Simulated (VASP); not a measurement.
Set up this calculation in VASP 6.6.1, as the native input.

```
Task                   : single point
Functional             : PBE
Potentials or basis    : VASP PAW PBE potentials, release 64 (Pb_d, S)
Cutoff                 : 500 eV
k mesh                 : 6 × 6 × 6
Occupations            : gaussian, width 0.01 eV
Spin                   : no spin polarisation
Dipole correction      : no
Further INCAR settings : ALGO = Normal; EDIFF = 1e-06; NBANDS = 17
```

The structure of PbS (Galena) lies in POSCAR:

```
PbS
1.0
    0.0000000000      2.9120594318      2.9120594318
    2.9120594318      0.0000000000      2.9120594318
    2.9120594318      2.9120594318      0.0000000000
Pb S
1 1
Direct
    0.0000000000      0.0000000000      0.0000000000
    0.5000000000      0.5000000000      0.5000000000
```

One way to write it, as run:

INCAR

```
PREC = Accurate
ENCUT = 500
EDIFF = 1E-6
ISMEAR = 0
SIGMA = 0.01
LREAL = False
LASPH = True
NELM = 120
ALGO = Normal
ISIF = 2
LWAVE = False
LCHARG = False
GGA = PE
NBANDS = 17
GGA_COMPAT = False
```

KPOINTS

```
regular mesh
0
Gamma
  6 6 6
```

Potentials or basis: VASP PAW PBE potentials, release 64 (Pb_d, S).

Command:

```sh
$ cat potpaw_PBE.64/Pb_d/POTCAR potpaw_PBE.64/S/POTCAR > POTCAR
$ mpirun -np 1 vasp_std > vasp.out
```

Results of the run:

```json
{
  "Pressure": "5.9 GPa",
  "Band gap on the k mesh": "0.15 eV, direct"
}
```

Caveat: spin-orbit coupling is left out, which moves the levels of the heavy elements.

Run time: 16 s on 1 thread of Intel(R) Xeon(R) Platinum 8488C (Sapphire Rapids) (shared host), peak memory 0.16 GiB.
